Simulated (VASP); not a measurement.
Set up this calculation in VASP 6.6.1, as the native input.

- Task: single point
- Functional: PBEsol
- Potentials or basis: VASP PAW PBE potentials, release 64 (Cd, Au)
- Cutoff: 520 eV
- k mesh: 6 × 6 × 6
- Occupations: gaussian, width 0.1 eV
- Spin: no spin polarisation
- Dipole correction: no
- Further INCAR settings: ALGO = Normal; EDIFF = 1e-07; NBANDS = 18

The structure of CdAu lies in POSCAR:

```
CdAu
1.0
    3.1847681459      0.0000000000      0.0000000000
    0.0000000000      3.1847681459      0.0000000000
    0.0000000000      0.0000000000      3.1847681459
Cd Au
1 1
Direct
    0.0000000000      0.0000000000      0.0000000000
    0.5000000000      0.5000000000      0.5000000000
```

One way to write it, as run:

INCAR

```
SYSTEM = CdAu
ALGO = Normal
EDIFF = 1E-7
ENCUT = 520
GGA = PS
ISIF = 2
ISMEAR = 0
LASPH = .TRUE.
LCHARG = .FALSE.
LREAL = .FALSE.
LWAVE = .FALSE.
NBANDS = 18
NELM = 80
PREC = Accurate
SIGMA = 0.1
```

KPOINTS

```
k-points
0
G
  6 6 6
  0 0 0
```

Potentials or basis: VASP PAW PBE potentials, release 64 (Cd, Au).

Launch:

```console
$ cat potpaw_PBE.64/Cd/POTCAR potpaw_PBE.64/Au/POTCAR > POTCAR
$ mpirun -np 1 vasp_std > vasp.out
```

Results of the run:

| Item | Value |
| --- | --- |
| Pressure | 21.0 GPa |

Caveat: the PAW data sets were made with another functional, which shifts forces and pressure a little.

It took 14 s on 1 thread of Intel Xeon 6975P-C, on a shared host, peak memory 0.14 GiB.
